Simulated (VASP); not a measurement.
# Si2S3 (R-3m) in VASP: a series of runs

Si2S3 is run at these levels: PBE; tasks: single point, relaxation of cell and atoms.

Program: VASP 6.6.1. These are calculated values, not measurements. Logs are shortened: lines on timing, memory, paths and dates and some standing lists are left out, and cuts for length are marked.

## (1) The cell of the first run

The structure is trigonal, space group R-3m (No. 166). The conventional cell has a = 3.467 Å, b = 3.467 Å, c = 27.540 Å, α = 90.00°, β = 90.00°, γ = 120.00°. Within 3.1 Å of Si (site symmetry 3m) lie 6 S at 2.34 to 2.49 Å. S (site symmetry -3m) has 6 Si at 2.49 Å and 12 S at 3.36 to 3.47 Å within 3.5 Å. Within 3.1 Å of S (site symmetry 3m) lie 3 Si at 2.34 Å.

## (2) Single point, PBE

INCAR reads:

```
PREC = Accurate
ENCUT = 520
EDIFF = 1E-7
ISMEAR = 0
SIGMA = 0.1
LREAL = False
LASPH = True
NELM = 80
ALGO = Normal
ISIF = 2
LWAVE = False
LCHARG = False
GGA = PE
NBANDS = 21
```

KPOINTS reads:

```
regular mesh
0
Gamma
  6 6 6
```

POSCAR reads:

```
Si2S3
1.0
    1.7333839729      1.0007697034      9.1800680033
   -1.7333839729      1.0007697034      9.1800680033
    0.0000000000     -2.0015394067      9.1800680033
Si S
2 3
Direct
    0.3869735877      0.3869735877      0.3869735877
    0.6130264123      0.6130264123      0.6130264123
    0.0000000000      0.0000000000      0.0000000000
    0.2355340966      0.2355340966      0.2355340966
    0.7644659034      0.7644659034      0.7644659034
```

Potentials or basis: VASP PAW PBE potentials, release 64 (Si, S).

Started as:

```
cat potpaw_PBE.64/Si/POTCAR potpaw_PBE.64/S/POTCAR > POTCAR
mpirun -np 1 vasp_std > vasp.out
```

OUTCAR:

```text
PREC = Accurate
   ENCUT = 520
   EDIFF = 1E-7
   ISMEAR = 0
   LREAL = False
   LASPH = True
   NELM = 80
   ISIF = 2
   GGA = PE

 ion  position               nearest neighbor table
   1  0.387  0.387  0.387-   5 2.34   5 2.34   5 2.34   3 2.49   3 2.49   3 2.49
   2  0.613  0.613  0.613-   4 2.34   4 2.34   4 2.34   3 2.49   3 2.49   3 2.49
   3  0.000  0.000  0.000-   2 2.49   2 2.49   1 2.49   1 2.49   2 2.49   1 2.49
   4  0.236  0.236  0.236-   2 2.34   2 2.34   2 2.34
   5  0.764  0.764  0.764-   1 2.34   1 2.34   1 2.34

  LATTYP: Found a trigonal (rhomboedric) cell.
 ALAT       =     9.3957335287
 COS(alpha) =     0.9319296213

  Lattice vectors:

 A1 = (   1.7333839729,   1.0007697034,   9.1800680033)
 A2 = (  -1.7333839729,   1.0007697034,   9.1800680033)
 A3 = (   0.0000000000,  -2.0015394067,   9.1800680033)

Analysis of symmetry for initial positions (statically):
=====================================================================
 Subroutine PRICEL returns:
 Original cell was already a primitive cell.

 Routine SETGRP: Setting up the symmetry group for a
 trigonal (rhombohedral) supercell.

 Subroutine GETGRP returns: Found 12 space group operations
 (whereof 12 operations were pure point group operations)
 out of a pool of 12 trial point group operations.

The static configuration has the point symmetry D_3d.

Analysis of symmetry for dynamics (positions and initial velocities):
=====================================================================
 Subroutine PRICEL returns:
 Original cell was already a primitive cell.

 Routine SETGRP: Setting up the symmetry group for a
 trigonal (rhombohedral) supercell.

 Subroutine GETGRP returns: Found 12 space group operations
 (whereof 12 operations were pure point group operations)
 out of a pool of 12 trial point group operations.

The dynamic configuration has the point symmetry D_3d.

 Subroutine INISYM returns: Found 12 space group operations
 (whereof 12 operations are pure point group operations),
 and found     1 'primitive' translations

----------------------------------------------------------------------------------------

                                     Primitive cell

  volume of cell :      95.5490

  direct lattice vectors                    reciprocal lattice vectors
     1.733383973  1.000769703  9.180068003     0.288453111  0.166538481  0.036310552
    -1.733383973  1.000769703  9.180068003    -0.288453111  0.166538481  0.036310552
     0.000000000 -2.001539407  9.180068003     0.000000000 -0.333076963  0.036310552

  length of vectors
     9.395733529  9.395733529  9.395733529     0.335050324  0.335050324  0.335050324

  position of ions in fractional coordinates (direct lattice)
     0.386973588  0.386973588  0.386973588
     0.613026412  0.613026412  0.613026412
     0.000000000  0.000000000  0.000000000
     0.235534097  0.235534097  0.235534097
     0.764465903  0.764465903  0.764465903

  ion indices of the primitive-cell ions
   primitive index   ion index
                 1           1
                 2           2
                 3           3
                 4           4
                 5           5

----------------------------------------------------------------------------------------

 KPOINTS: regular mesh

Automatic generation of k-mesh.
 Grid dimensions read from file:
 generate k-points for:    6    6    6

 Generating k-lattice:

  Cartesian coordinates                     Fractional coordinates (reciprocal lattice)
     0.048075519  0.027756414  0.006051759     0.166666667  0.000000000 -0.000000000
    -0.048075519  0.027756414  0.006051759     0.000000000  0.166666667 -0.000000000
     0.000000000 -0.055512827  0.006051759    -0.000000000 -0.000000000  0.166666667

  Length of vectors
     0.055841721  0.055841721  0.055841721

  Shift w.r.t. Gamma in fractional coordinates (k-lattice)
     0.000000000  0.000000000  0.000000000

 Subroutine IBZKPT returns following result:
 ===========================================

 Found     32 irreducible k-points:

 Following reciprocal coordinates:
            Coordinates               Weight
  0.000000  0.000000  0.000000      1.000000
  0.166667 -0.000000  0.000000      6.000000
  0.333333  0.000000  0.000000      6.000000
  0.500000  0.000000  0.000000      3.000000
  0.166667  0.166667  0.000000      6.000000
  0.333333  0.166667  0.000000     12.000000
[... 16 lines left out ...]
  0.500000  0.500000  0.166667      6.000000
 -0.333333  0.500000  0.166667     12.000000
 [... further k-points ...]
   k-points           NKPTS =     32   k-points in BZ     NKDIM =     32   number of bands    NBANDS=     21
   number of dos      NEDOS =    301   number of ions     NIONS =      5
   total plane-waves  NPLWV = 343000
   dimension x,y,z NGX =    70 NGY =   70 NGZ =   70
   dimension x,y,z NGXF=   140 NGYF=  140 NGZF=  140
   ions per type =               2   3
   NGX,Y,Z   is equivalent  to a cutoff of  12.39, 12.39, 12.39 a.u.
   NGXF,Y,Z  is equivalent  to a cutoff of  24.77, 24.77, 24.77 a.u.
 SYSTEM =  unknown system
   PREC   = accura    normal or accurate (medium, high low for compatibility)
   ISTART =      0    job   : 0-new  1-cont  2-samecut
   ICHARG =      2    charge: 1-file 2-atom 10-const
   ISPIN  =      1    spin polarized calculation?
   LNONCOLLINEAR =      F non collinear calculations
   LSORBIT =      F    spin-orbit coupling
   LASPH  =      T    aspherical Exc in radial PAW
   ENCUT  =  520.0 eV  38.22 Ry    6.18 a.u.  17.47 17.47 17.47*2*pi/ulx,y,z
   NELM   =     80;   NELMIN=  2; NELMDL= -5     # of ELM steps
   EDIFF  = 0.1E-06   stopping-criterion for ELM
   LREAL  =      F    real-space projection
   EDIFFG = 0.1E-05   stopping-criterion for IOM
   NSW    =      0    number of steps for IOM
   IBRION =     -1    ionic relax: 0-MD 1-quasi-New 2-CG
   NFREE  =      0    steps in history (QN), initial steepest desc. (CG)
   ISIF   =      2    stress and relaxation
   ISYM   =      2    0-nonsym 1-usesym 2-fastsym
   POTIM  = 0.5000    time-step for ionic-motion
   TEBEG  =    0.0;   TEEND  =   0.0 temperature during run
   PSTRESS=    0.0 pullay stress
   NELECT =      26.0000    total number of electrons
   NUPDOWN=      -1.0000    fix difference up-down
   EMIN   =  10.00;   EMAX   =-10.00  energy-range for DOS
   EFERMI =   0.00;   METHOD = LEGACY
   ISMEAR =     0;   SIGMA  =   0.10  broadening in eV -4-tet -1-fermi 0-gaus
   EFERMI_NEDOS =   21; number of points for ismear=-14 and -15
   IALGO  =     38    algorithm
   IMIX   =      4    mixing-type and parameters
     AMIX     =   0.40;   BMIX     =  1.00
     AMIX_MAG =   1.60;   BMIX_MAG =  1.00
  volume/ion in A,a.u.               =      19.11       128.96
  Fermi-wavevector in a.u.,A,eV,Ry     =   1.060858  2.004731 15.312265  1.125420
  Thomas-Fermi vector in A             =   2.196254
   LORBIT       =      0    0 simple, 1 ext, 2 COOP (PROOUT), +10 PAW based schemes
   GGA     = PE    functional components
   LHFCALC =     F    Hartree Fock is set to
   AEXX    =    0.0000 exact exchange contribution
   IVDW    =     0    specifies the selected vdW correction
   LEPSILON=     F    determine dielectric tensor
   LRPA    =     F    only Hartree local field effects (RPA)
 non-spin polarized calculation
 Gauss-broadening in eV      SIGMA  =   0.10
  energy-cutoff  :      520.00
  volume of cell :       95.55
 maximum number of plane-waves:      2606
 NGX is ok and might be reduce to    70
   NGX = 35   NGY = 35   NGZ = 35

 number of electron      26.0000003 magnetization

 Free energy of the ion-electron system (eV)
  ---------------------------------------------------
  ext. energy  EPLUGINS =         0.00000000
  ---------------------------------------------------
  free energy    TOTEN  =       -24.81257034 eV

  energy without entropy =      -24.80758976  energy(sigma->0) =      -24.81008005

 E-fermi :   6.5276     XC(G=0):  -9.5086

 val. band max:        6.4966748592   @ k =   0.1667   0.1667   0.1667
 cond. band min:       6.5445029030   @ k =  -0.1667   0.5000   0.1667
 fundamental gap:      0.0478280438
 Fermi energy:         6.5275779644

 k-point     1 :       0.0000    0.0000    0.0000
  band No.  band energies     occupation
      1     -10.4210      2.00000
      2      -9.1692      2.00000
      3      -7.8849      2.00000
      4      -2.0658      2.00000
      5       0.7823      2.00000
      6       3.2767      2.00000
[... 13 lines left out ...]
     20      10.4961      0.00000
     21      11.6026      0.00000

 k-point     2 :       0.1667   -0.0000    0.0000
  band No.  band energies     occupation
      1     -10.0655      2.00000
      2      -8.8533      2.00000
      3      -7.6728      2.00000
      4      -1.9274      2.00000
      5       0.2215      2.00000
      6       1.3929      2.00000
[... 13 lines left out ...]
     20      10.9888      0.00000
     21      11.6054      0.00000

 k-point     3 :       0.3333    0.0000    0.0000
  band No.  band energies     occupation
      1      -9.0833      2.00000
      2      -8.0415      2.00000
      3      -7.2790      2.00000
      4      -2.6680      2.00000
      5      -1.2696      2.00000
      6      -0.8130      2.00000
[... 13 lines left out ...]
     20      11.9408      0.00000
     21      12.8523      0.00000
[... 457 lines left out ...]
 k-point    23 :       0.5000    0.5000    0.1667
  band No.  band energies     occupation
      1      -9.0774      2.00000
      2      -8.0659      2.00000
      3      -7.2570      2.00000
      4      -2.6494      2.00000
      5      -1.3093      2.00000
      6      -0.8249      2.00000
[... 13 lines left out ...]
     20      11.9302      0.00000
     21      12.6509      0.00000

 k-point    24 :      -0.3333    0.5000    0.1667
  band No.  band energies     occupation
      1      -8.2859      2.00000
      2      -7.5176      2.00000
      3      -7.1730      2.00000
      4      -3.1985      2.00000
      5      -2.3000      2.00000
      6      -1.0708      2.00000
[... 13 lines left out ...]
     20      12.4843      0.00000
     21      13.0975      0.00000

 [... further k-points ...]

------------------------ aborting loop because EDIFF is reached ----------------------------------------

  FORCE on cell =-STRESS in cart. coord.  units (eV):
  Direction    XX          YY          ZZ          XY          YZ          ZX
  --------------------------------------------------------------------------------------
  -------------------------------------------------------------------------------------
  Total       -0.0606839     -0.0606839      0.0257442     -0.0000000      0.0000000      0.0000000
  in kB       -1.0175560     -1.0175560      0.4316812     -0.0000000      0.0000000      0.0000000
  external PRESSURE =      -0.5344770 kB  Pullay stress =       0.0000000 kB

 VOLUME and BASIS-vectors are now :
 -----------------------------------------------------------------------------
  energy-cutoff  :      520.00
  volume of cell :       95.55
      direct lattice vectors                 reciprocal lattice vectors
     1.733383973  1.000769703  9.180068003     0.288453111  0.166538481  0.036310552
    -1.733383973  1.000769703  9.180068003    -0.288453111  0.166538481  0.036310552
     0.000000000 -2.001539407  9.180068003     0.000000000 -0.333076963  0.036310552

 POSITION                                       TOTAL-FORCE (eV/Angst)
 -----------------------------------------------------------------------------------
      0.00000      0.00000     10.65733         0.000000     -0.000000     -0.002347
      0.00000      0.00000     16.88287         0.000000      0.000000      0.002347
      0.00000      0.00000      0.00000         0.000000     -0.000000      0.000000
      0.00000      0.00000      6.48666         0.000000      0.000000      0.007119
      0.00000      0.00000     21.05355         0.000000     -0.000000     -0.007119
 -----------------------------------------------------------------------------------
    total drift:                                0.000000      0.000000     -0.000000

  FREE ENERGIE OF THE ION-ELECTRON SYSTEM (eV)
  ---------------------------------------------------
  free  energy   TOTEN  =       -24.8125703423 eV

  energy  without entropy=      -24.8075897600  energy(sigma->0) =      -24.81008005
```

It took 4.1 min on 1 thread of AMD EPYC 9R45 (Zen 5), shared host; peak memory 0.6 GiB.

Results:

| Quantity | Value |
| --- | --- |
| Free energy | -24.8126 eV |
| Pressure | -0.1 GPa |
| Largest force | 0.007 eV/Å |
| Band gap on the k mesh | zero (bands 13 and 14 overlap by 0.26 eV) |

Forces on the atoms (eV/Å):
```
Si   0.000  0.000 -0.002
Si   0.000  0.000  0.002
S    0.000  0.000  0.000
S    0.000  0.000  0.007
S    0.000  0.000 -0.007
```

Stress tensor (GPa, compression positive):
```
-0.10  0.00  0.00
 0.00 -0.10  0.00
 0.00  0.00  0.04
```

## (3) Relaxation of cell and atoms, PBE

This run uses another cell than the first one, of 18.85 Å³/atom.

INCAR reads:

```
ALGO = Normal ; EDIFF = 1E-7
EDIFFG = -0.04 ; ENCUT = 600
GGA = PE ; IBRION = 2
ISIF = 3 ; ISMEAR = 0
LASPH = True ; LCHARG = False
LREAL = False ; LWAVE = False
NELM = 100 ; NSW = 90
PREC = Accurate ; SIGMA = 0.1
```

KPOINTS reads:

```
k-points
0
Gamma
  6 6 6
```

POSCAR reads:

```
Si2S3
1.0
    1.8037439460      1.0413920528      8.3612681490
   -1.8037439460      1.0413920528      8.3612681490
    0.0000000000     -2.0827841055      8.3612681490
Si S
2 3
Direct
    0.4000000000      0.4000000000      0.4000000000
    0.6000000000      0.6000000000      0.6000000000
    0.0000000000      0.0000000000      0.0000000000
    0.2095000000      0.2095000000      0.2095000000
    0.7905000000      0.7905000000      0.7905000000
```

Potentials or basis: VASP PAW PBE potentials, release 64 (Si, S).

Started as:

```
cat potpaw_PBE.64/Si/POTCAR potpaw_PBE.64/S/POTCAR > POTCAR
mpirun -np 1 vasp_std > vasp.out
```

It took 50 min on 1 thread of AMD EPYC 9R45 (Zen 5), shared host; peak memory 0.74 GiB.

The run converged. Its results:

- Free energy: -24.8119 eV
- Relaxed volume: 19.02 Å³/atom
- Relaxed cell: a = 9.354 Å, b = 9.354 Å, c = 9.354 Å, α = 21.35°, β = 21.35°, γ = 21.35°
- Space group after relaxing (to 0.1 Å): R-3m (No. 166)
- Energy gained by relaxing: 256.5 meV/atom
- Ionic steps: 23
- Pressure after relaxing: -0.1 GPa
- Largest force after relaxing: 0.031 eV/Å
- Band gap on the k mesh: zero (bands 13 and 14 overlap by 0.28 eV)

Forces in eV/Å, atoms in the order of the input:
```
Si   0.000  0.000 -0.031
Si   0.000  0.000  0.031
S    0.000  0.000  0.000
S    0.000  0.000  0.018
S    0.000  0.000 -0.018
```

Step by step:
| step | energy change (eV) | largest force (eV/Å) | pressure (GPa) | volume (Å³) |
| --- | --- | --- | --- | --- |
| 1 | 0.0000 | 2.3044 | -9.90 | 94.24 |
| 2 | -0.6917 | 1.1724 | 4.49 | 79.21 |
| 3 | -0.7216 | 0.7979 | 1.24 | 81.44 |
| 4 | -0.8416 | 0.6943 | 1.18 | 81.86 |
| 5 | -1.0845 | 0.2915 | 1.61 | 83.14 |
| 6 | -0.9069 | 0.6802 | 4.62 | 85.72 |
| 7 | -1.1206 | 0.0682 | 2.25 | 83.91 |
| 8 | -1.1983 | 0.4239 | -2.18 | 89.93 |
| 9 | -1.1987 | 0.3863 | -1.91 | 89.49 |
| 10 | -1.2546 | 0.1698 | 0.06 | 89.61 |
| 11 | -1.2546 | 0.1701 | 0.07 | 89.61 |
| 12 | -1.2602 | 0.0962 | 0.25 | 89.77 |
| 13 | -1.2673 | 0.1016 | 0.77 | 90.20 |
| 14 | -1.2711 | 0.0966 | 0.42 | 90.94 |
| 15 | -1.2751 | 0.1028 | -0.39 | 92.70 |
| 16 | -1.2773 | 0.0291 | -0.16 | 93.01 |
| 17 | -1.2777 | 0.0884 | -0.03 | 93.18 |
| 18 | -1.2792 | 0.0762 | 0.10 | 93.33 |
| 19 | -1.2806 | 0.0365 | 0.45 | 93.76 |
| 20 | -1.2814 | 0.0510 | 0.14 | 94.39 |
| 21 | -1.2815 | 0.0644 | 0.08 | 94.52 |
| 22 | -1.2821 | 0.0467 | 0.00 | 94.73 |
| 23 | -1.2825 | 0.0315 | -0.13 | 95.08 |

Final structure:
```yaml
crystal:
  lattice:
    - [1.73312, 1.00062, 9.13779]
    - [-1.73312, 1.00062, 9.13779]
    - [0.00000, -2.00124, 9.13779]
  atoms:
    - { symbol: Si, position: [0.38741, 0.38741, 0.38741] }
    - { symbol: Si, position: [0.61259, 0.61259, 0.61259] }
    - { symbol: S, position: [0.00000, 0.00000, 0.00000] }
    - { symbol: S, position: [0.23486, 0.23486, 0.23486] }
    - { symbol: S, position: [0.76514, 0.76514, 0.76514] }
```

Levels at points of the mesh, in eV from the Fermi level:
```csv
k point,band 11,band 12,band 13,band 14,band 15,band 16
"(0.00, 0.00, 0.00)",-2.86,-2.42,-0.14,1.07,1.20,1.53
"(0.50, 0.00, 0.00)",-2.99,-2.85,-2.71,0.19,1.66,2.71
"(0.50, 0.50, 0.00)",-3.03,-2.93,-2.52,0.24,1.60,2.91
"(0.50, 0.50, 0.50)",-2.87,-2.87,0.30,0.98,1.22,1.55
```

## (4) Single point, PBE

This run uses another cell than the first one, of 19.48 Å³/atom.

INCAR reads:

```
SYSTEM = Si2S3
PREC = Accurate
ENCUT = 520
EDIFF = 1E-7
ISMEAR = 0
SIGMA = 0.1
LREAL = .False.
LASPH = .True.
NELM = 60
ALGO = Normal
ISIF = 2
LWAVE = .False.
LCHARG = .True.
GGA = PE
LELF = .True.
LVHAR = .True.
NBANDS = 21
```

KPOINTS reads:

```
Automatic mesh
0
Gamma
  12 12 12
  0 0 0
```

POSCAR reads:

```
Si2S3
1.0
    1.7175432535      0.9916240597      9.5328421168
   -1.7175432535      0.9916240597      9.5328421168
    0.0000000000     -1.9832481195      9.5328421168
Si S
2 3
Direct
    0.3863416280      0.3863416280      0.3863416280
    0.6136583720      0.6136583720      0.6136583720
    0.0000000000      0.0000000000      0.0000000000
    0.2368804216      0.2368804216      0.2368804216
    0.7631195784      0.7631195784      0.7631195784
```

Started as:

```
cat potpaw_PBE.64/Si/POTCAR potpaw_PBE.64/S/POTCAR > POTCAR
mpirun -np 1 vasp_std > vasp.out
```

Run time: 26 min. Hardware: 1 thread of AMD EPYC 9R45 (Zen 5), shared host; peak memory 0.84 GiB.

The run converged. Its results:

| Item | Value |
| --- | --- |
| Free energy | -24.8330 eV |
| Pressure | -0.1 GPa |
| Largest force | 0.020 eV/Å |
| Band gap on the k mesh | zero (bands 13 and 14 overlap by 0.88 eV) |

Forces in eV/Å, atoms in the order of the input:
```
Si   0.000  0.000  0.020
Si   0.000  0.000 -0.020
S    0.000  0.000  0.000
S    0.000  0.000  0.017
S    0.000  0.000 -0.017
```

Levels at points of the mesh, in eV from the Fermi level:
```csv
k point,band 9,band 10,band 11,band 12,band 13,band 14,band 15,band 16,band 17,band 18
"(0.00, 0.00, 0.00)",-2.95,-2.87,-2.87,-2.84,-0.13,1.16,1.32,1.58,1.58,3.54
"(0.50, 0.00, 0.00)",-4.99,-4.39,-3.09,-3.07,-2.78,0.06,1.50,2.57,2.69,3.46
"(0.50, 0.50, 0.00)",-5.00,-4.38,-3.13,-3.11,-2.64,0.08,1.46,2.74,2.76,2.99
"(0.50, 0.50, 0.50)",-2.94,-2.94,-2.87,-2.87,0.25,1.07,1.34,1.59,1.59,3.51
```

## (5) Summary

| task | cell | k mesh | cutoff (eV) | gap on the mesh (eV) | pressure (GPa) | largest force (eV/Å) |
| --- | --- | --- | --- | --- | --- | --- |
| single point | a = 9.396 Å, angles 21.3°, 5 atoms, atomic positions A | 6 × 6 × 6 | 520 | none | -0.1 | 0.01 |
| relaxation of cell and atoms | relaxed from a = 8.617 Å, angles 24.2°, 5 atoms, atomic positions B | 6 × 6 × 6 | 600 | none | -0.1 | 0.03 |
| single point | a = 9.737 Å, angles 20.3°, 5 atoms, atomic positions C | 12 × 12 × 12 | 520 | none | -0.1 | 0.02 |

Alike in all rows: level PBE; potentials or basis VASP PAW PBE potentials, release 64 (Si, S); no spin polarisation; smearing gaussian 0.1 eV.

Absolute energies hang on the potentials; compare differences alone.
